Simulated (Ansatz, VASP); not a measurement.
## Two plane-wave programs on KCl

```
K Cl
1.0
     3.95437    0.00000    0.00000
     0.00000    3.95437    0.00000
     0.00000    0.00000    3.72402
K Cl
1 1
Direct
  0.00000 0.00000 0.00000
  0.50000 0.50000 0.50000
```

Change from the starting cell: strain +0.030 along x and y, -0.030 along z, atoms carried along.

Alike in both runs: task single point; functional PBE; k mesh 6 × 6 × 6; occupations gaussian, width 0.05 eV; no spin polarisation.

```csv
,VASP,Ansatz
version,VASP 6.6.1,Ansatz 0.2.0
potentials or method,"VASP PAW PBE potentials, release 64 (K_sv, Cl), cutoff 520 eV","scalar-relativistic, plane waves, PAW"
valence electrons in the cell,16,16
```

```csv
,VASP,Ansatz,Ansatz less VASP
gap on the k mesh at the Fermi level (eV),4.46,4.46,0.000
least direct gap on the mesh (eV),4.62,4.62,0.000
pressure (GPa),-0.5,-0.5,0.00
"traceless stress, the component that is largest in VASP (GPa)",1.68,1.68,+0.003
```

The functional is the same, so the differences come from potentials, cutoffs and numerics.
